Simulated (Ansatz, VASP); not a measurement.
Given: the input of a run of Ansatz 0.2.0 on C.

input.yaml

```yaml
crystal:
  lattice:
    - [2.5552893324, 0.0, 0.0]
    - [-1.2776446662, 2.2129454759, 0.0]
    - [0.0, 0.0, 8.3454953252]
  atoms:
    - { symbol: C, position: [0.6666666667, 0.3333333333, 0.84375] }
    - { symbol: C, position: [0.3333333333, 0.6666666667, 0.34375] }
    - { symbol: C, position: [0.6666666667, 0.3333333333, 0.65625] }
    - { symbol: C, position: [0.3333333333, 0.6666666667, 0.15625] }
    - { symbol: C, position: [0.0, 0.0, 0.90625] }
    - { symbol: C, position: [0.0, 0.0, 0.40625] }
    - { symbol: C, position: [0.0, 0.0, 0.59375] }
    - { symbol: C, position: [0.0, 0.0, 0.09375] }
kpoints:
  mp_grid: { grid: [12, 12, 4] }
scf:
  occupations: { method: fermi_dirac, width: 0.05 }
hamiltonian:
  xc: pbe
  pseudopotentials: { kind: all_electron, lapw: { basis_error: 0.001 } }
output:
  forces: true
  stress: true
  eigenvalues: true
```

Potentials or basis: all-electron LAPW, scalar-relativistic.

Command:

```console
$ ansatz run input.yaml --threads 4 --pin off --max-ram 10240MiB --backend cpu --events-out ev --progress --plain --runs-dir out
```

Question: Set up the same calculation for VASP 6.6.1. Potentials there: VASP PAW PBE potentials, release 64 (C).

Answer: As run (the cutoff follows the program's own potentials):

INCAR

```
PREC = Accurate ; ENCUT = 520
EDIFF = 1E-7 ; ISMEAR = -1
SIGMA = 0.05 ; LREAL = F
LASPH = T ; NELM = 100
ALGO = Normal ; ISIF = 2
LWAVE = F ; LCHARG = F
GGA = PE ; NBANDS = 26
```

The input KPOINTS:

```
Automatic mesh
0
Gamma
  12 12 4
```

File POSCAR:

```
C
1.0
    2.5552893324      0.0000000000      0.0000000000
   -1.2776446662      2.2129454759      0.0000000000
    0.0000000000      0.0000000000      8.3454953252
C
8
Direct
    0.6666666667      0.3333333333      0.8437500000
    0.3333333333      0.6666666667      0.3437500000
    0.6666666667      0.3333333333      0.6562500000
    0.3333333333      0.6666666667      0.1562500000
    0.0000000000      0.0000000000      0.9062500000
    0.0000000000      0.0000000000      0.4062500000
    0.0000000000      0.0000000000      0.5937500000
    0.0000000000      0.0000000000      0.0937500000
```

Potentials or basis: VASP PAW PBE potentials, release 64 (C).

Command:

```console
$ cat potpaw_PBE.64/C/POTCAR > POTCAR
$ mpirun -np 1 vasp_std > vasp.out
```

Both were run:

|  | VASP | Ansatz | Ansatz less VASP |
| --- | --- | --- | --- |
| gap on the k mesh at the Fermi level (eV) | 4.32 | 4.33 | +0.007 |
| least direct gap on the mesh (eV) | 5.10 | 5.11 | +0.009 |
| pressure (GPa) | -13.3 | -13.9 | -0.57 |
| traceless stress, the component that is largest in VASP (GPa) | 7.39 | 7.39 | -0.002 |
| rms of the force components (eV/Å) | 0.174 | 0.174 | -0.0002 |

Atom by atom the forces differ by 0.000 eV/Å (rms over components). Ansatz ran all-electron here, and VASP with PAW potentials.
